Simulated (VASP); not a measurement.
Set up this calculation in VASP 6.6.1, as the native input.

```
Task                   : single point
Functional             : r2SCAN
Potentials or basis    : VASP PAW PBE potentials, release 64 (Ga_d, N)
Cutoff                 : 520 eV
k mesh                 : 12 × 12 × 6
Occupations            : gaussian, width 0.01 eV
Spin                   : non-collinear spin, zero start, spin-orbit coupling
Starting moments       : [[0.0, 0.0, 0.0], [0.0, 0.0, 0.0], [0.0, 0.0, 0.0], [0.0, 0.0, 0.0]] μB
Dipole correction      : no
Further INCAR settings : ALGO = Normal; EDIFF = 1e-07; NBANDS = 50
```

GaN:

```
Ga N
1.0
     3.08765    0.00000    0.00000
    -1.54383    2.67399    0.00000
     0.00000    0.00000    5.25840
Ga N
2 2
Direct
  0.33333 0.66667 0.00304
  0.66667 0.33333 0.50304
  0.33333 0.66667 0.37196
  0.66667 0.33333 0.87196
```

This cell differs from its parent crystal: epitaxial xy strain -3.0%.

One way to write it, as run:

POSCAR

```
GaN
1.0
    3.0876548948      0.0000000000      0.0000000000
   -1.5438274474      2.6739875771      0.0000000000
    0.0000000000      0.0000000000      5.2583969242
Ga N
2 2
Direct
    0.3333333333      0.6666666667      0.0030403154
    0.6666666667      0.3333333333      0.5030403154
    0.3333333333      0.6666666667      0.3719596846
    0.6666666667      0.3333333333      0.8719596846
```

INCAR.step1

```
SYSTEM = GaN
PREC = Accurate
ENCUT = 520
ISMEAR = 0
SIGMA = 0.01
LREAL = .FALSE.
LASPH = .TRUE.
NELM = 150
LNONCOLLINEAR = .TRUE.
MAGMOM = 0 0 0 0 0 0 0 0 0 0 0 0
LSORBIT = .TRUE.
GGA_COMPAT = .FALSE.
NBANDS = 50
GGA = PE
ALGO = Normal
EDIFF = 1E-4
LWAVE = .TRUE.
LCHARG = .FALSE.
```

INCAR.step2

```
SYSTEM = GaN
PREC = Accurate
ENCUT = 520
EDIFF = 1E-7
ISMEAR = 0
SIGMA = 0.01
LREAL = .FALSE.
LASPH = .TRUE.
NELM = 150
ALGO = Normal
ISIF = 2
LWAVE = .FALSE.
LCHARG = .FALSE.
LNONCOLLINEAR = .TRUE.
MAGMOM = 0 0 0 0 0 0 0 0 0 0 0 0
LORBIT = 11
LSORBIT = .TRUE.
GGA_COMPAT = .FALSE.
LORBMOM = .TRUE.
METAGGA = R2SCAN
LMIXTAU = .TRUE.
NBANDS = 50
ISTART = 1
```

KPOINTS

```
regular mesh
0
G
  12 12 6
  0 0 0
```

Potentials or basis: VASP PAW PBE potentials, release 64 (Ga_d, N).

Command:

```sh
$ cat potpaw_PBE.64/Ga_d/POTCAR potpaw_PBE.64/N/POTCAR > POTCAR
$ cp INCAR.step1 INCAR
$ mpirun -np 1 vasp_ncl > vasp.out
$ cp INCAR.step2 INCAR
$ mpirun -np 1 vasp_ncl > vasp.out
```

It gave:

```json
{
  "Pressure": "11.2 GPa",
  "Largest force": "0.017 eV/Å",
  "Net moment": "0.00 μB per cell",
  "Valence electrons inside the program's atomic spheres": "Ga 11.93; N 3.82"
}
```

Caveat: the cell differs from its parent crystal (epitaxial xy strain -3.0%); the stress differs along the axes, from 1 to 16 GPa; the PAW data sets were made with another functional, which shifts forces and pressure a little.

It took 66 min on 1 thread of Oxide Virtual Turin-like Processor (shared host), peak memory 0.49 GiB.
